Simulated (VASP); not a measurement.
# TiO2 in VASP: a series of runs

Runs on TiO2. Level: r2SCAN+D4. Tasks: single point, relaxation of the atoms.

Everything below comes from runs of VASP 6.6.1. Logs are shortened: lines on timing, memory, paths and dates and some standing lists are left out, and cuts for length are marked.

**1. The cell of the first run**

The typed cell holds 6 atoms: a = 4.592 Å, b = 4.592 Å, c = 2.957 Å, α = 90.00°, β = 90.00°, γ = 90.00°.

**2. Single point, r2SCAN+D4**

Contents of POSCAR:

```
TiO2
1.0
    4.5922000000      0.0000000000      0.0000000000
    0.0000000000      4.5922000000      0.0000000000
    0.0000000000      0.0000000000      2.9574000000
Ti O
2 4
Direct
   -0.0024220784      0.0016183987     -0.0286061016
    0.4975730077      0.5016141584      0.4714205729
    0.3011336912      0.3051614957      0.0114580835
    0.1940004105      0.8051567422      0.5114599730
    0.6940037893      0.6980320608      0.0114552222
    0.8011332342      0.1980334925      0.5114526125
```

Contents of INCAR.step1:

```
  PREC = Accurate
  ENCUT = 660
  ISMEAR = 0
  SIGMA = 0.1
  LREAL = F
  LASPH = T
  NELM = 120
  NBANDS = 33
  GGA = PE
  ALGO = Normal
  EDIFF = 1E-5
  LWAVE = T
  LCHARG = F
  GGA_COMPAT = F
```

Contents of INCAR.step2:

```
  PREC = Accurate
  ENCUT = 660
  EDIFF = 1E-6
  ISMEAR = 0
  SIGMA = 0.1
  LREAL = F
  LASPH = T
  NELM = 120
  ALGO = Normal
  ISIF = 2
  LWAVE = F
  LCHARG = F
  METAGGA = R2SCAN
  LMIXTAU = T
  IVDW = 13
  VDW_S6 = 1.0
  VDW_S8 = 0.6018749
  VDW_A1 = 0.51559235
  VDW_A2 = 5.77342911
  NBANDS = 33
  ISTART = 1
  GGA_COMPAT = F
```

Contents of KPOINTS:

```
regular mesh
0
Gamma
  2 2 3
```

Potentials or basis: VASP PAW PBE potentials, release 64 (Ti_sv, O).

On the command line:

```console
> cat potpaw_PBE.64/Ti_sv/POTCAR potpaw_PBE.64/O/POTCAR > POTCAR
> cp INCAR.step1 INCAR
> mpirun -np 1 vasp_std > vasp.out
> cp INCAR.step2 INCAR
> mpirun -np 1 vasp_std > vasp.out
```

OUTCAR:

```text
PREC = Accurate
   ENCUT = 660
   EDIFF = 1E-6
   ISMEAR = 0
   LREAL = F
   LASPH = T
   NELM = 120
   ISIF = 2
   METAGGA = R2SCAN
   IVDW = 13
   ISTART = 1

 ion  position               nearest neighbor table
   1  0.998  0.002  0.971-   6 1.86   4 1.86   3 1.97   5 1.98   6 2.04   4 2.04
   2  0.498  0.502  0.471-   5 1.86   3 1.86   4 1.97   6 1.98   5 2.04   3 2.04
   3  0.301  0.305  0.011-   2 1.86   1 1.97   2 2.04
   4  0.194  0.805  0.511-   1 1.86   2 1.97   1 2.04
   5  0.694  0.698  0.011-   2 1.86   1 1.98   2 2.04
   6  0.801  0.198  0.511-   1 1.86   2 1.98   1 2.04

  LATTYP: Found a simple tetragonal cell.
 ALAT       =     4.5922000000
 C/A-ratio  =     0.6440050520

  Lattice vectors:

 A1 = (   4.5922000000,   0.0000000000,   0.0000000000)
 A2 = (   0.0000000000,   4.5922000000,   0.0000000000)
 A3 = (   0.0000000000,   0.0000000000,   2.9574000000)

Analysis of symmetry for initial positions (statically):
=====================================================================
 Subroutine PRICEL returns:
 Original cell was already a primitive cell.

 Routine SETGRP: Setting up the symmetry group for a
 simple tetragonal supercell.

 Subroutine GETGRP returns: Found  1 space group operations
 (whereof  1 operations were pure point group operations)
 out of a pool of 16 trial point group operations.

The static configuration has the point symmetry C_1 .

Analysis of symmetry for dynamics (positions and initial velocities):
=====================================================================
 Subroutine PRICEL returns:
 Original cell was already a primitive cell.

 Routine SETGRP: Setting up the symmetry group for a
 simple tetragonal supercell.

 Subroutine GETGRP returns: Found  1 space group operations
 (whereof  1 operations were pure point group operations)
 out of a pool of 16 trial point group operations.

The dynamic configuration has the point symmetry C_1 .

 Subroutine INISYM returns: Found  1 space group operations
 (whereof  1 operations are pure point group operations),
 and found     1 'primitive' translations

----------------------------------------------------------------------------------------

                                     Primitive cell

  volume of cell :      62.3665

  direct lattice vectors                    reciprocal lattice vectors
     4.592200000  0.000000000  0.000000000     0.217760550  0.000000000  0.000000000
     0.000000000  4.592200000  0.000000000     0.000000000  0.217760550  0.000000000
     0.000000000  0.000000000  2.957400000     0.000000000  0.000000000  0.338134848

  length of vectors
     4.592200000  4.592200000  2.957400000     0.217760550  0.217760550  0.338134848

  position of ions in fractional coordinates (direct lattice)
     0.997577922  0.001618399  0.971393898
     0.497573008  0.501614158  0.471420573
     0.301133691  0.305161496  0.011458084
     0.194000411  0.805156742  0.511459973
     0.694003789  0.698032061  0.011455222
     0.801133234  0.198033493  0.511452613

  ion indices of the primitive-cell ions
   primitive index   ion index
                 1           1
                 2           2
                 3           3
                 4           4
                 5           5
                 6           6

----------------------------------------------------------------------------------------

 KPOINTS: regular mesh

Automatic generation of k-mesh.
 Grid dimensions read from file:
 generate k-points for:    2    2    3

 Generating k-lattice:

  Cartesian coordinates                     Fractional coordinates (reciprocal lattice)
     0.108880275  0.000000000  0.000000000     0.500000000  0.000000000  0.000000000
     0.000000000  0.108880275  0.000000000     0.000000000  0.500000000  0.000000000
     0.000000000  0.000000000  0.112711616     0.000000000  0.000000000  0.333333333

  Length of vectors
     0.108880275  0.108880275  0.112711616

  Shift w.r.t. Gamma in fractional coordinates (k-lattice)
     0.000000000  0.000000000  0.000000000

 Subroutine IBZKPT returns following result:
 ===========================================

 Found      8 irreducible k-points:

 Following reciprocal coordinates:
            Coordinates               Weight
  0.000000  0.000000  0.000000      1.000000
  0.500000  0.000000  0.000000      1.000000
  0.000000  0.500000  0.000000      1.000000
  0.500000  0.500000  0.000000      1.000000
  0.000000  0.000000  0.333333      2.000000
  0.500000  0.000000  0.333333      2.000000
  0.000000  0.500000  0.333333      2.000000
  0.500000  0.500000  0.333333      2.000000
   k-points           NKPTS =      8   k-points in BZ     NKDIM =      8   number of bands    NBANDS=     33
   number of dos      NEDOS =    301   number of ions     NIONS =      6
   total plane-waves  NPLWV =  44800
   dimension x,y,z NGX =    40 NGY =   40 NGZ =   28
   dimension x,y,z NGXF=    80 NGYF=   80 NGZF=   56
   ions per type =               2   4
   NGX,Y,Z   is equivalent  to a cutoff of  14.48, 14.48, 15.74 a.u.
   NGXF,Y,Z  is equivalent  to a cutoff of  28.96, 28.96, 31.48 a.u.
 SYSTEM =  unknown system
   PREC   = accura    normal or accurate (medium, high low for compatibility)
   ISTART =      1    job   : 0-new  1-cont  2-samecut
   ICHARG =      0    charge: 1-file 2-atom 10-const
   ISPIN  =      1    spin polarized calculation?
   LNONCOLLINEAR =      F non collinear calculations
   LSORBIT =      F    spin-orbit coupling
   LASPH  =      T    aspherical Exc in radial PAW
   ENCUT  =  660.0 eV  48.51 Ry    6.96 a.u.   9.62  9.62  6.19*2*pi/ulx,y,z
   NELM   =    120;   NELMIN=  2; NELMDL=  0     # of ELM steps
   EDIFF  = 0.1E-05   stopping-criterion for ELM
   LREAL  =      F    real-space projection
   EDIFFG = 0.1E-04   stopping-criterion for IOM
   NSW    =      0    number of steps for IOM
   IBRION =     -1    ionic relax: 0-MD 1-quasi-New 2-CG
   NFREE  =      0    steps in history (QN), initial steepest desc. (CG)
   ISIF   =      2    stress and relaxation
   ISYM   =      2    0-nonsym 1-usesym 2-fastsym
   POTIM  = 0.5000    time-step for ionic-motion
   TEBEG  =    0.0;   TEEND  =   0.0 temperature during run
   PSTRESS=    0.0 pullay stress
   NELECT =      48.0000    total number of electrons
   NUPDOWN=      -1.0000    fix difference up-down
   EMIN   =  10.00;   EMAX   =-10.00  energy-range for DOS
   EFERMI =   0.00;   METHOD = LEGACY
   ISMEAR =     0;   SIGMA  =   0.10  broadening in eV -4-tet -1-fermi 0-gaus
   EFERMI_NEDOS =   21; number of points for ismear=-14 and -15
   IALGO  =     38    algorithm
   IMIX   =      4    mixing-type and parameters
     AMIX     =   0.40;   BMIX     =  1.00
     AMIX_MAG =   1.60;   BMIX_MAG =  1.00
  volume/ion in A,a.u.               =      10.39        70.15
  Fermi-wavevector in a.u.,A,eV,Ry     =   1.500277  2.835112 30.624403  2.250830
  Thomas-Fermi vector in A             =   2.611798
   LORBIT       =      0    0 simple, 1 ext, 2 COOP (PROOUT), +10 PAW based schemes
   METAGGA = R2SCAN    functional components
   LHFCALC =     F    Hartree Fock is set to
   AEXX    =    0.0000 exact exchange contribution
   IVDW    =    13    specifies the selected vdW correction
   LEPSILON=     F    determine dielectric tensor
   LRPA    =     F    only Hartree local field effects (RPA)
 non-spin polarized calculation
 Gauss-broadening in eV      SIGMA  =   0.10
  energy-cutoff  :      660.00
  volume of cell :       62.37
 maximum number of plane-waves:      2441
 NGX is ok and might be reduce to    40
   NGX = 19   NGY = 19   NGZ = 13

 number of electron      48.0000007 magnetization

 Free energy of the ion-electron system (eV)
  ---------------------------------------------------
  ext. energy  EPLUGINS =         0.00000000
  ---------------------------------------------------
  free energy    TOTEN  =       -69.73314868 eV

  energy without entropy =      -69.73314868  energy(sigma->0) =      -69.73314868

 E-fermi :   5.0569     XC(G=0): -12.1507

 val. band max:        4.5148029323   @ k =   0.0000   0.0000   0.0000
 cond. band min:       7.0674128119   @ k =   0.5000   0.5000   0.0000
 fundamental gap:      2.5526098797
 Fermi energy:         5.0568938139

 k-point     1 :       0.0000    0.0000    0.0000
  band No.  band energies     occupation
      1     -54.5272      2.00000
      2     -54.5091      2.00000
      3     -29.8104      2.00000
      4     -29.8104      2.00000
      5     -29.6222      2.00000
      6     -29.6222      2.00000
[... 25 lines left out ...]
     32      11.4583      0.00000
     33      11.4584      0.00000

 k-point     2 :       0.5000    0.0000    0.0000
  band No.  band energies     occupation
      1     -54.5182      2.00000
      2     -54.5180      2.00000
      3     -29.7565      2.00000
      4     -29.7564      2.00000
      5     -29.6821      2.00000
      6     -29.6820      2.00000
[... 25 lines left out ...]
     32      10.5597      0.00000
     33      11.6290      0.00000

 k-point     3 :       0.0000    0.5000    0.0000
  band No.  band energies     occupation
      1     -54.5182      2.00000
      2     -54.5180      2.00000
      3     -29.7565      2.00000
      4     -29.7563      2.00000
      5     -29.6821      2.00000
      6     -29.6820      2.00000
[... 25 lines left out ...]
     32      10.5597      0.00000
     33      11.6291      0.00000

 k-point     4 :       0.5000    0.5000    0.0000
  band No.  band energies     occupation
      1     -54.5181      2.00000
      2     -54.5180      2.00000
      3     -29.8229      2.00000
      4     -29.8228      2.00000
      5     -29.6146      2.00000
      6     -29.6146      2.00000
[... 25 lines left out ...]
     32      10.7745      0.00000
     33      11.4844      0.00000

 k-point     5 :       0.0000    0.0000    0.3333
  band No.  band energies     occupation
      1     -54.4923      2.00000
      2     -54.4832      2.00000
      3     -29.9368      2.00000
      4     -29.9209      2.00000
      5     -29.7074      2.00000
      6     -29.7074      2.00000
[... 25 lines left out ...]
     32      10.9429      0.00000
     33      10.9443      0.00000

 k-point     6 :       0.5000    0.0000    0.3333
  band No.  band energies     occupation
      1     -54.4878      2.00000
      2     -54.4876      2.00000
      3     -29.9434      2.00000
      4     -29.9433      2.00000
      5     -29.6684      2.00000
      6     -29.6683      2.00000
[... 25 lines left out ...]
     32       9.8087      0.00000
     33      11.9389      0.00000

 k-point     7 :       0.0000    0.5000    0.3333
  band No.  band energies     occupation
      1     -54.4878      2.00000
      2     -54.4876      2.00000
      3     -29.9434      2.00000
      4     -29.9433      2.00000
      5     -29.6684      2.00000
      6     -29.6683      2.00000
[... 25 lines left out ...]
     32       9.8086      0.00000
     33      11.9389      0.00000

 k-point     8 :       0.5000    0.5000    0.3333
  band No.  band energies     occupation
      1     -54.4885      2.00000
      2     -54.4869      2.00000
      3     -29.9358      2.00000
      4     -29.9206      2.00000
      5     -29.7145      2.00000
      6     -29.7144      2.00000
[... 25 lines left out ...]
     32      10.9469      0.00000
     33      10.9471      0.00000

------------------------ aborting loop because EDIFF is reached ----------------------------------------

  DFT-D4 for vdW energy calculation

  Edisp (eV):   -0.49623

  FORCE on cell =-STRESS in cart. coord.  units (eV):
  Direction    XX          YY          ZZ          XY          YZ          ZX
  --------------------------------------------------------------------------------------
  -------------------------------------------------------------------------------------
  Total       0.26907     0.26953     0.92797    -0.00079    -0.00054    -0.00001
  in kB       6.91220     6.92417    23.83926    -0.02020    -0.01383    -0.00036
  external pressure =       12.56 kB  Pullay stress =        0.00 kB

 VOLUME and BASIS-vectors are now :
 -----------------------------------------------------------------------------
  energy-cutoff  :      660.00
  volume of cell :       62.37
      direct lattice vectors                 reciprocal lattice vectors
     4.592200000  0.000000000  0.000000000     0.217760550  0.000000000  0.000000000
     0.000000000  4.592200000  0.000000000     0.000000000  0.217760550  0.000000000
     0.000000000  0.000000000  2.957400000     0.000000000  0.000000000  0.338134848

 POSITION                                       TOTAL-FORCE (eV/Angst)
 -----------------------------------------------------------------------------------
      4.58108      0.00743      2.87280         0.000812     -0.001385      0.132341
      2.28495      2.30351      1.39418        -0.000003      0.000119      0.132146
      1.38287      1.40136      0.03389        -0.030668     -0.030313     -0.065874
      0.89089      3.69744      1.51259         0.030387     -0.030059     -0.066269
      3.18700      3.20550      0.03388         0.030290      0.030809     -0.066119
      3.67896      0.90941      1.51257        -0.030818      0.030829     -0.066226
 -----------------------------------------------------------------------------------
    total drift:                                0.000239     -0.000805     -0.000011

  FREE ENERGIE OF THE ION-ELECTRON SYSTEM (eV)
  ---------------------------------------------------
  free  energy   TOTEN  =       -70.2293750854 eV

  energy  without entropy=      -70.2293750854  energy(sigma->0) =      -70.22937509
```

Run time: 4.9 min. Hardware: 1 thread of AMD EPYC, shared host; peak memory 0.19 GiB.

Results:

* Free energy: -70.2294 eV
* Pressure: 1.3 GPa
* Largest force: 0.132 eV/Å
* Band gap on the k mesh: 2.55 eV (least direct gap 2.56 eV)
* Dispersion energy per atom: -0.083 eV

Forces in eV/Å, atoms in the order of the input:
```
Ti   0.001 -0.001  0.132
Ti   0.000  0.000  0.132
O   -0.031 -0.030 -0.066
O    0.030 -0.030 -0.066
O    0.030  0.031 -0.066
O   -0.031  0.031 -0.066
```

Stress tensor (GPa, compression positive):
```
0.69 0.00 0.00
0.00 0.69 0.00
0.00 0.00 2.38
```

Caveat: the k points lie up to 0.71 Å⁻¹ apart; the PAW data sets were made with another functional, which shifts forces and pressure a little. A k mesh can miss the band edges.

(Part 1 of 2 ends here.)
